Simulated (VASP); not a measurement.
A run of VASP 6.6.1 is set up as follows.

Contents of POSCAR:

```
Si2F
1.0
    2.0682524791      3.5823183767      0.0000000000
   -2.0682524791      3.5823183767      0.0000000000
    0.0000000000      0.0000000000      2.7784764991
Si F
2 1
Direct
    0.3333333333      0.3333333333      0.5000000000
    0.6666666667      0.6666666667      0.5000000000
    0.0000000000      0.0000000000      0.0000000000
```

File INCAR.step1:

```
  ALGO = Normal
  EDIFF = 1E-4
  ENCUT = 520
  GGA = PE
  ISMEAR = -1
  LASPH = T
  LCHARG = F
  LREAL = F
  LWAVE = T
  NBANDS = 14
  NELM = 100
  PREC = Accurate
  SIGMA = 0.1
```

The input INCAR.step2:

```
  ALGO = Normal
  EDIFF = 1E-6
  ENCUT = 520
  ISIF = 2
  ISMEAR = -1
  ISTART = 1
  LASPH = T
  LCHARG = F
  LMIXTAU = T
  LREAL = F
  LWAVE = F
  METAGGA = R2SCAN
  NBANDS = 14
  NELM = 100
  PREC = Accurate
  SIGMA = 0.1
```

Contents of KPOINTS:

```
k-points
0
Gamma
  6 6 5
```

Potentials or basis: VASP PAW PBE potentials, release 64 (Si, F).

Command:

```console
$ cat potpaw_PBE.64/Si/POTCAR potpaw_PBE.64/F/POTCAR > POTCAR
$ cp INCAR.step1 INCAR
$ mpirun -np 1 vasp_std > vasp.out
$ cp INCAR.step2 INCAR
$ mpirun -np 1 vasp_std > vasp.out
```

**Question.** Predict the band gap on the k mesh.

**Answer.** Zero (an odd number of electrons rules out a gap without spin polarisation).

**Question.** Estimate the pressure.

**Answer.** -0.4 GPa.

Stress tensor (GPa, compression positive):
```
-0.45  0.00  0.00
 0.00 -0.45  0.00
 0.00  0.00 -0.21
```

Caveat: the k points lie up to 0.45 Å⁻¹ apart, too coarse for converged energies and pressures of a metal; the PAW data sets were made with another functional, which shifts forces and pressure a little; an odd number of electrons without spin polarisation forces a metal; a magnetic or distorted state may lie lower.
